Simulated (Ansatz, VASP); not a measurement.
# Two plane-wave programs on Sc

```
CELL_PARAMETERS angstrom
2.70180 0.00000 0.00000
-1.35090 2.33983 0.00000
0.00000 0.00000 4.29848
ATOMIC_POSITIONS crystal
Sc 0.33333 0.66667 0.25000
Sc 0.66667 0.33333 0.75000
```

Change from the starting cell: volume scaled by 0.55, PAW files, partial_waves polarizable.

Alike in both runs: task single point; functional PBE; k mesh 13 × 13 × 7; occupations fermi-dirac, width 0.08 eV; no spin polarisation.

|  | VASP | Ansatz |
| --- | --- | --- |
| version | VASP 6.6.1 | Ansatz 0.2.0 |
| potentials or method | VASP PAW PBE potentials, release 64 (Sc_sv) | PAW with Ansatz's default frozen-core files, scalar-relativistic |
| plane-wave cutoff (eV) | 520 | 420 |
| valence electrons in the cell | 22 | 22 |

|  | VASP | Ansatz | Ansatz less VASP |
| --- | --- | --- | --- |
| pressure (GPa) | 77.2 | 76.4 | -0.72 |
| traceless stress, the component that is largest in VASP (GPa) | 0.12 | -0.02 | -0.138 |

Both programs put the cell under a high pressure, so it lies far from rest at this level.

Noted on VASP's run: the cell as given lies far from equilibrium.
